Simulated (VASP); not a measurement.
# Al2Cu (I4/mcm) in VASP: notebook

Runs on Al2Cu. Level: PBEsol. Tasks: single point.

All numbers are computed with VASP 6.6.1; they aren't measurements. Logs are shortened: lines on timing, memory, paths and dates and some standing lists are left out, and cuts for length are marked.

### Step 1. The cell of the first run

The structure is tetragonal, space group I4/mcm (No. 140). The conventional cell has a = 6.173 Å, b = 6.173 Å, c = 4.876 Å, α = 90.00°, β = 90.00°, γ = 90.00°. Al (site symmetry m2m) has 4 Cu at 2.62 Å and 11 Al at 2.78 to 3.28 Å within 3.5 Å. Cu (site symmetry 422) has 2 Cu at 2.44 Å and 8 Al at 2.62 Å within 3.2 Å.

### Step 2. Single point, PBEsol

File INCAR:

```
PREC = Accurate
ENCUT = 520
EDIFF = 1E-6
ISMEAR = 0
SIGMA = 0.15
LREAL = False
LASPH = True
NELM = 80
ALGO = Fast
ISIF = 2
LWAVE = False
LCHARG = False
GGA = PS
NBANDS = 26
```

File KPOINTS:

```
Automatic mesh
0
Gamma
  10 10 10
```

File POSCAR:

```
Al2Cu
1.0
   -3.0864000000      3.0864000000      2.4379500000
    3.0864000000     -3.0864000000      2.4379500000
    3.0864000000      3.0864000000     -2.4379500000
Al Cu
4 2
Direct
    0.1593210787      0.6593210787      0.8186421574
    0.6593210787      0.8406789213      0.5000000000
    0.8406789213      0.3406789213      0.1813578426
    0.3406789213      0.1593210787      0.5000000000
    0.7500000000      0.7500000000      0.0000000000
    0.2500000000      0.2500000000      0.0000000000
```

Potentials or basis: VASP PAW PBE potentials, release 64 (Al, Cu).

Launch:

```bash
$ cat potpaw_PBE.64/Al/POTCAR potpaw_PBE.64/Cu/POTCAR > POTCAR
$ mpirun -np 1 vasp_std > vasp.out
```

OUTCAR:

```text
PREC = Accurate
   ENCUT = 520
   EDIFF = 1E-6
   ISMEAR = 0
   LREAL = False
   LASPH = True
   NELM = 80
   ISIF = 2
   GGA = PS

 ion  position               nearest neighbor table
   1  0.159  0.659  0.819-   5 2.62   6 2.62   5 2.62   6 2.62   3 2.78   3 2.91   3 2.91   4 3.13
                             2 3.13   2 3.13   4 3.13   4 3.28   2 3.28   2 3.28   4 3.28
   2  0.659  0.841  0.500-   5 2.62   5 2.62   6 2.62   6 2.62   4 2.78   4 2.91   4 2.91   3 3.13
                             1 3.13   1 3.13   3 3.13   1 3.28   3 3.28   1 3.28   3 3.28
   3  0.841  0.341  0.181-   5 2.62   6 2.62   5 2.62   6 2.62   1 2.78   1 2.91   1 2.91   2 3.13
                             4 3.13   4 3.13   2 3.13   4 3.28   2 3.28   4 3.28   2 3.28
   4  0.341  0.159  0.500-   6 2.62   6 2.62   5 2.62   5 2.62   2 2.78   2 2.91   2 2.91   3 3.13
                             1 3.13   1 3.13   3 3.13   1 3.28   3 3.28   3 3.28   1 3.28
   5  0.750  0.750  0.000-   6 2.44   6 2.44   2 2.62   2 2.62   4 2.62   4 2.62   1 2.62   3 2.62
                             3 2.62   1 2.62
   6  0.250  0.250  0.000-   5 2.44   5 2.44   4 2.62   4 2.62   2 2.62   2 2.62   3 2.62   1 2.62
                             1 2.62   3 2.62

  LATTYP: Found a body centered tetragonal cell.
 ALAT       =     6.1728000000
 C/A-ratio  =     0.7899008554

  Lattice vectors:

 A1 = (  -3.0864000000,   3.0864000000,   2.4379500000)
 A2 = (   3.0864000000,  -3.0864000000,   2.4379500000)
 A3 = (   3.0864000000,   3.0864000000,  -2.4379500000)

Analysis of symmetry for initial positions (statically):
=====================================================================
 Subroutine PRICEL returns:
 Original cell was already a primitive cell.

 Routine SETGRP: Setting up the symmetry group for a
 body centered tetragonal supercell.

 Subroutine GETGRP returns: Found 16 space group operations
 (whereof  8 operations were pure point group operations)
 out of a pool of 16 trial point group operations.

The static configuration has the point symmetry C_4h.
 The point group associated with its full space group is D_4h.

Analysis of symmetry for dynamics (positions and initial velocities):
=====================================================================
 Subroutine PRICEL returns:
 Original cell was already a primitive cell.

 Routine SETGRP: Setting up the symmetry group for a
 body centered tetragonal supercell.

 Subroutine GETGRP returns: Found 16 space group operations
 (whereof  8 operations were pure point group operations)
 out of a pool of 16 trial point group operations.

The dynamic configuration has the point symmetry C_4h.
 The point group associated with its full space group is D_4h.

 Subroutine INISYM returns: Found 16 space group operations
 (whereof  8 operations are pure point group operations),
 and found     1 'primitive' translations

----------------------------------------------------------------------------------------

                                     Primitive cell

  volume of cell :      92.8943

  direct lattice vectors                    reciprocal lattice vectors
    -3.086400000  3.086400000  2.437950000     0.000000000  0.162001037  0.205090342
     3.086400000 -3.086400000  2.437950000     0.162001037  0.000000000  0.205090342
     3.086400000  3.086400000 -2.437950000     0.162001037  0.162001037  0.000000000

  length of vectors
     4.999532990  4.999532990  4.999532990     0.261354901  0.261354901  0.229104063

  position of ions in fractional coordinates (direct lattice)
     0.159321079  0.659321079  0.818642157
     0.659321079  0.840678921  0.500000000
     0.840678921  0.340678921  0.181357843
     0.340678921  0.159321079  0.500000000
     0.750000000  0.750000000  0.000000000
     0.250000000  0.250000000  0.000000000

  ion indices of the primitive-cell ions
   primitive index   ion index
                 1           1
                 2           2
                 3           3
                 4           4
                 5           5
                 6           6

----------------------------------------------------------------------------------------

 KPOINTS: Automatic mesh

Automatic generation of k-mesh.
 Grid dimensions read from file:
 generate k-points for:   10   10   10

 Generating k-lattice:

  Cartesian coordinates                     Fractional coordinates (reciprocal lattice)
     0.000000000  0.016200104  0.020509034     0.100000000 -0.000000000  0.000000000
     0.016200104  0.000000000  0.020509034    -0.000000000  0.100000000  0.000000000
     0.016200104  0.016200104  0.000000000     0.000000000  0.000000000  0.100000000

  Length of vectors
     0.026135490  0.026135490  0.022910406

  Shift w.r.t. Gamma in fractional coordinates (k-lattice)
     0.000000000  0.000000000  0.000000000

 Subroutine IBZKPT returns following result:
 ===========================================

 Found    102 irreducible k-points:

 Following reciprocal coordinates:
            Coordinates               Weight
  0.000000  0.000000  0.000000      1.000000
  0.100000  0.000000  0.000000      8.000000
  0.200000  0.000000  0.000000      8.000000
  0.300000  0.000000 -0.000000      8.000000
  0.400000  0.000000  0.000000      8.000000
  0.500000 -0.000000  0.000000      4.000000
[... 16 lines left out ...]
  0.300000  0.300000  0.000000      8.000000
  0.400000  0.300000  0.000000     16.000000
 [... further k-points ...]
   k-points           NKPTS =    102   k-points in BZ     NKDIM =    102   number of bands    NBANDS=     26
   number of dos      NEDOS =    301   number of ions     NIONS =      6
   total plane-waves  NPLWV =  64000
   dimension x,y,z NGX =    40 NGY =   40 NGZ =   40
   dimension x,y,z NGXF=    80 NGYF=   80 NGZF=   80
   ions per type =               4   2
   NGX,Y,Z   is equivalent  to a cutoff of  13.30, 13.30, 13.30 a.u.
   NGXF,Y,Z  is equivalent  to a cutoff of  26.60, 26.60, 26.60 a.u.
 SYSTEM =  unknown system
   PREC   = accura    normal or accurate (medium, high low for compatibility)
   ISTART =      0    job   : 0-new  1-cont  2-samecut
   ICHARG =      2    charge: 1-file 2-atom 10-const
   ISPIN  =      1    spin polarized calculation?
   LNONCOLLINEAR =      F non collinear calculations
   LSORBIT =      F    spin-orbit coupling
   LASPH  =      T    aspherical Exc in radial PAW
   ENCUT  =  520.0 eV  38.22 Ry    6.18 a.u.   9.30  9.30  9.30*2*pi/ulx,y,z
   NELM   =     80;   NELMIN=  2; NELMDL= -5     # of ELM steps
   EDIFF  = 0.1E-05   stopping-criterion for ELM
   LREAL  =      F    real-space projection
   EDIFFG = 0.1E-04   stopping-criterion for IOM
   NSW    =      0    number of steps for IOM
   IBRION =     -1    ionic relax: 0-MD 1-quasi-New 2-CG
   NFREE  =      0    steps in history (QN), initial steepest desc. (CG)
   ISIF   =      2    stress and relaxation
   ISYM   =      2    0-nonsym 1-usesym 2-fastsym
   POTIM  = 0.5000    time-step for ionic-motion
   TEBEG  =    0.0;   TEEND  =   0.0 temperature during run
   PSTRESS=    0.0 pullay stress
   NELECT =      34.0000    total number of electrons
   NUPDOWN=      -1.0000    fix difference up-down
   EMIN   =  10.00;   EMAX   =-10.00  energy-range for DOS
   EFERMI =   0.00;   METHOD = LEGACY
   ISMEAR =     0;   SIGMA  =   0.15  broadening in eV -4-tet -1-fermi 0-gaus
   EFERMI_NEDOS =   21; number of points for ismear=-14 and -15
   IALGO  =     68    algorithm
   IMIX   =      4    mixing-type and parameters
     AMIX     =   0.40;   BMIX     =  1.00
     AMIX_MAG =   1.60;   BMIX_MAG =  1.00
  volume/ion in A,a.u.               =      15.48       104.48
  Fermi-wavevector in a.u.,A,eV,Ry     =   1.171039  2.212943 18.658113  1.371333
  Thomas-Fermi vector in A             =   2.307489
   LORBIT       =      0    0 simple, 1 ext, 2 COOP (PROOUT), +10 PAW based schemes
   GGA     = PS    functional components
   LHFCALC =     F    Hartree Fock is set to
   AEXX    =    0.0000 exact exchange contribution
   IVDW    =     0    specifies the selected vdW correction
   LEPSILON=     F    determine dielectric tensor
   LRPA    =     F    only Hartree local field effects (RPA)
 non-spin polarized calculation
 RMM-DIIS sequential band-by-band and
 Gauss-broadening in eV      SIGMA  =   0.15
  energy-cutoff  :      520.00
  volume of cell :       92.89
 maximum number of plane-waves:      2562
 NGX is ok and might be reduce to    40
   NGX = 19   NGY = 19   NGZ = 19

 number of electron      34.0000001 magnetization

 Free energy of the ion-electron system (eV)
  ---------------------------------------------------
  ext. energy  EPLUGINS =         0.00000000
  ---------------------------------------------------
  free energy    TOTEN  =       -25.89395222 eV

  energy without entropy =      -25.87199884  energy(sigma->0) =      -25.88297553

 E-fermi :   7.4892     XC(G=0): -10.7868

 val. band max:        7.4878768132   @ k =   0.5000   0.5000   0.2000
 cond. band min:       7.4976428253   @ k =  -0.4000   0.3000  -0.0000
 fundamental gap:      0.0097660120
 Fermi energy:         7.4891922064

 k-point     1 :       0.0000    0.0000    0.0000
  band No.  band energies     occupation
      1      -3.0077      2.00000
      2       2.2933      2.00000
      3       2.5185      2.00000
      4       2.5517      2.00000
      5       2.5517      2.00000
      6       3.4123      2.00000
[... 18 lines left out ...]
     25      12.3907      0.00000
     26      13.1180      0.00000

 k-point     2 :       0.1000    0.0000    0.0000
  band No.  band energies     occupation
      1      -2.9047      2.00000
      2       2.2810      2.00000
      3       2.5276      2.00000
      4       2.5391      2.00000
      5       2.5468      2.00000
      6       3.3947      2.00000
[... 18 lines left out ...]
     25      12.5043      0.00000
     26      13.1549      0.00000

 k-point     3 :       0.2000    0.0000    0.0000
  band No.  band energies     occupation
      1      -2.5971      2.00000
      2       2.2547      2.00000
      3       2.3374      2.00000
      4       2.5218      2.00000
      5       2.5999      2.00000
      6       3.3272      2.00000
[... 18 lines left out ...]
     25      12.8410      0.00000
     26      13.3409      0.00000

 k-point     4 :       0.3000    0.0000   -0.0000
  band No.  band energies     occupation
      1      -2.0882      2.00000
      2       1.6024      2.00000
      3       2.2408      2.00000
      4       2.4763      2.00000
      5       2.6686      2.00000
      6       3.2342      2.00000
[... 18 lines left out ...]
     25      13.5889      0.00000
     26      14.2611      0.00000

 k-point     5 :       0.4000    0.0000    0.0000
  band No.  band energies     occupation
      1      -1.3850      2.00000
      2       0.5302      2.00000
      3       2.2621      2.00000
      4       2.4051      2.00000
      5       2.7354      2.00000
      6       3.0352      2.00000
[... 18 lines left out ...]
     25      13.6482      0.00000
     26      14.1939      0.00000

 k-point     6 :       0.5000   -0.0000    0.0000
  band No.  band energies     occupation
      1      -0.5014      2.00000
      2      -0.5014      2.00000
      3       2.3237      2.00000
      4       2.3237      2.00000
      5       2.8469      2.00000
      6       2.8469      2.00000
[... 427 lines left out ...]
 k-point    21 :      -0.3000    0.2000    0.0000
  band No.  band energies     occupation
      1      -2.4347      2.00000
      2       1.1895      2.00000
      3       2.4078      2.00000
      4       2.5599      2.00000
      5       2.6657      2.00000
      6       3.1888      2.00000
[... 18 lines left out ...]
     25      11.6674      0.00000
     26      15.3637      0.00000

 k-point    22 :      -0.2000    0.2000    0.0000
  band No.  band energies     occupation
      1      -2.6932      2.00000
      2       1.5588      2.00000
      3       2.4886      2.00000
      4       2.5176      2.00000
      5       2.6439      2.00000
      6       3.2709      2.00000
[... 18 lines left out ...]
     25      10.5666      0.00000
     26      15.4968      0.00000

 k-point    23 :       0.3000    0.3000    0.0000
  band No.  band energies     occupation
      1      -0.1083      2.00000
      2       0.1439      2.00000
      3       0.2010      2.00000
      4       2.2860      2.00000
      5       3.0632      2.00000
      6       3.0749      2.00000
[... 18 lines left out ...]
     25      13.4413      0.00000
     26      14.7226      0.00000

 k-point    24 :       0.4000    0.3000    0.0000
  band No.  band energies     occupation
      1      -0.7203      2.00000
      2       0.0238      2.00000
      3       0.8711      2.00000
      4       2.4058      2.00000
      5       2.8819      2.00000
      6       3.0616      2.00000
[... 18 lines left out ...]
     25      14.1002      0.00000
     26      14.2256      0.00000

 [... further k-points ...]

------------------------ aborting loop because EDIFF is reached ----------------------------------------

  FORCE on cell =-STRESS in cart. coord.  units (eV):
  Direction    XX          YY          ZZ          XY          YZ          ZX
  --------------------------------------------------------------------------------------
  -------------------------------------------------------------------------------------
  Total       -4.0350221     -4.0350221     -2.7197920      0.0000000      0.0000000      0.0000000
  in kB      -69.5932774    -69.5932774    -46.9090962      0.0000000      0.0000000      0.0000000
  external PRESSURE =     -62.0318837 kB  Pullay stress =       0.0000000 kB

 VOLUME and BASIS-vectors are now :
 -----------------------------------------------------------------------------
  energy-cutoff  :      520.00
  volume of cell :       92.89
      direct lattice vectors                 reciprocal lattice vectors
    -3.086400000  3.086400000  2.437950000     0.000000000  0.162001037  0.205090342
     3.086400000 -3.086400000  2.437950000     0.162001037  0.000000000  0.205090342
     3.086400000  3.086400000 -2.437950000     0.162001037  0.162001037  0.000000000

 POSITION                                       TOTAL-FORCE (eV/Angst)
 -----------------------------------------------------------------------------------
      4.06986      0.98346      0.00000        -0.004202     -0.004202      0.000000
      2.10294      0.98346      2.43795         0.004202     -0.004202      0.000000
     -0.98346      2.10294      2.43795         0.004202      0.004202     -0.000000
      0.98346      2.10294      0.00000        -0.004202      0.004202     -0.000000
      0.00000      0.00000      3.65692        -0.000000      0.000000      0.000000
      0.00000      0.00000      1.21897        -0.000000      0.000000      0.000000
 -----------------------------------------------------------------------------------
    total drift:                               -0.000000     -0.000000      0.000000

  FREE ENERGIE OF THE ION-ELECTRON SYSTEM (eV)
  ---------------------------------------------------
  free  energy   TOTEN  =       -25.8939522170 eV

  energy  without entropy=      -25.8719988434  energy(sigma->0) =      -25.88297553
```

It took 7.1 min on 1 thread of AMD EPYC 9R14 (Zen 4), shared host; peak memory 0.35 GiB.

Results:

* Free energy: -25.8940 eV
* Pressure: -6.2 GPa
* Largest force: 0.006 eV/Å
* Band gap on the k mesh: zero (bands 17 and 18 overlap by 4.40 eV)

Forces in eV/Å, atoms in the order of the input:
```
Al  -0.004 -0.004  0.000
Al   0.004 -0.004  0.000
Al   0.004  0.004  0.000
Al  -0.004  0.004  0.000
Cu   0.000  0.000  0.000
Cu   0.000  0.000  0.000
```

Levels at points of the mesh, in eV from the Fermi level:
```csv
k point,band 14,band 15,band 16,band 17,band 18,band 19,band 20,band 21
"(0.00, 0.00, 0.00)",-2.00,-1.20,-1.10,-1.10,-0.87,-0.37,0.14,1.40
"(0.50, 0.00, 0.00)",-3.01,-2.57,-2.57,0.14,0.14,3.78,3.78,4.10
"(0.50, 0.50, 0.00)",-2.60,-1.50,-1.29,-0.97,-0.61,0.60,0.99,4.55
"(0.50, 0.50, 0.50)",-3.10,-3.10,-1.73,2.58,2.94,2.94,3.16,3.88
```

Caveat: the cell stands under tension; the PAW data sets were made with another functional, which shifts forces and pressure a little.

(Part 1 of 2 ends here.)
